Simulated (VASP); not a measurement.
Input of a VASP 6.6.1 run:

File INCAR:

```
ALGO = Normal
EDIFF = 1E-6
EDIFFG = -0.008
ENCUT = 600
GGA = PE
IBRION = 2
ISIF = 3
ISMEAR = 0
LASPH = T
LCHARG = F
LREAL = F
LWAVE = F
NELM = 100
NSW = 70
PREC = Accurate
PSTRESS = 40.0
SIGMA = 0.02
```

File KPOINTS:

```
k-points
0
Gamma
  8 8 8
```

Contents of POSCAR:

```
BaTiO3
1.0
    3.9877958523      0.0000000000      0.0000000000
    0.0000000000      3.9877958523      0.0000000000
    0.0000000000      0.0000000000      3.9877958523
Ba Ti O
1 1 3
Direct
    0.5000000000      0.5000000000      0.5000000000
    0.0000000000      0.0000000000      0.0000000000
    0.5000000000      0.0000000000      0.0000000000
    0.0000000000      0.5000000000      0.0000000000
    0.0000000000      0.0000000000      0.5000000000
```

Potentials or basis: VASP PAW PBE potentials, release 64 (Ba_sv, Ti_sv, O).

Launch:

```bash
$ cat potpaw_PBE.64/Ba_sv/POTCAR potpaw_PBE.64/Ti_sv/POTCAR potpaw_PBE.64/O/POTCAR > POTCAR
$ mpirun -np 1 vasp_std > vasp.out
```

(1) Estimate the relaxed cell.

(2) Estimate the space group after relaxing (to 0.1 Å).

(3) What does it give for the band gap on the k mesh?

Answers

(1) a = 4.000 Å, b = 4.000 Å, c = 4.000 Å, α = 90.00°, β = 90.00°, γ = 90.00°.

(2) Pm-3m (No. 221).

(3) 1.75 eV (least direct gap 1.89 eV).

Caveat: the cell is relaxed towards a set pressure, so the run minimises the enthalpy, not the energy; spin-orbit coupling is left out, which moves the levels of the heavy elements.
